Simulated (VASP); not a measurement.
Crystal: Sc3AlP.

```
Sc Al P
1.0
     2.73446   -3.00810    0.00000
     2.73446    3.00810    0.00000
     0.00000    0.00000    6.58374
Sc Al P
3 1 1
Direct
  0.00000 0.50000 0.50000
  0.50000 0.00000 0.50000
  0.00000 0.00000 0.00000
  0.00000 0.00000 0.50000
  0.50000 0.50000 0.00000
```

The cell was built from a structure type or drawn by symmetry, and may not be a known phase.

* Program: VASP 6.6.1
* Task: relaxation of cell and atoms
* Functional: PBE
* Potentials or basis: VASP PAW PBE potentials, release 64 (Sc_sv, Al, P)
* Cutoff: 600 eV
* k mesh: 4 × 4 × 4
* Occupations: gaussian, width 0.1 eV
* Spin: no spin polarisation

At the start: pressure 25.4 GPa; volume 21.66 Å³/atom.

Where does the relaxation end?

Over 15 steps the energy falls by 1568.3 meV/atom and the volume is 25.04 Å³/atom (+15.6 %); space group Cmmm (No. 65, to 0.1 Å) before, Pm-3m (No. 221, to 0.1 Å).

The path:
| step | energy change (eV) | largest force (eV/Å) | pressure (GPa) | volume (Å³) |
| --- | --- | --- | --- | --- |
| 1 | 0.0000 | 0.0000 | 25.35 | 108.31 |
| 2 | -6.4001 | 0.0000 | -8.86 | 164.98 |
| 3 | -6.1011 | 0.0000 | -7.84 | 169.41 |
| 4 | -6.1706 | 0.0000 | -7.41 | 166.46 |
| 5 | -7.6647 | 0.0000 | -1.87 | 131.64 |
| 6 | -7.7551 | 0.0000 | 0.51 | 124.62 |
| 7 | -7.7578 | 0.0000 | 0.99 | 123.38 |
| 8 | -7.8062 | 0.0000 | 0.40 | 124.56 |
| 9 | -7.8073 | 0.0000 | 0.46 | 124.41 |
| 10 | -7.8188 | 0.0000 | -0.12 | 125.84 |
| 11 | -7.8229 | 0.0000 | -0.73 | 127.41 |
| 12 | -7.8314 | 0.0000 | -0.51 | 126.78 |
| 13 | -7.8400 | 0.0000 | -0.04 | 125.47 |
| 14 | -7.8403 | 0.0000 | 0.09 | 125.15 |
| 15 | -7.8414 | 0.0000 | 0.06 | 125.21 |

Final structure:
```
CELL_PARAMETERS angstrom
3.53297 -3.54347 0.00000
3.53297 3.54347 0.00000
0.00000 0.00000 5.00088
ATOMIC_POSITIONS crystal
Sc 0.00000 0.50000 0.50000
Sc 0.50000 0.00000 0.50000
Sc 0.00000 0.00000 0.00000
Al 0.00000 0.00000 0.50000
P 0.50000 0.50000 0.00000
```

Caveat: the k points lie up to 0.31 Å⁻¹ apart in the final cell, too coarse for converged energies and pressures of a metal; the volume moved by over 15 % at a fixed basis, so the end points are rough.
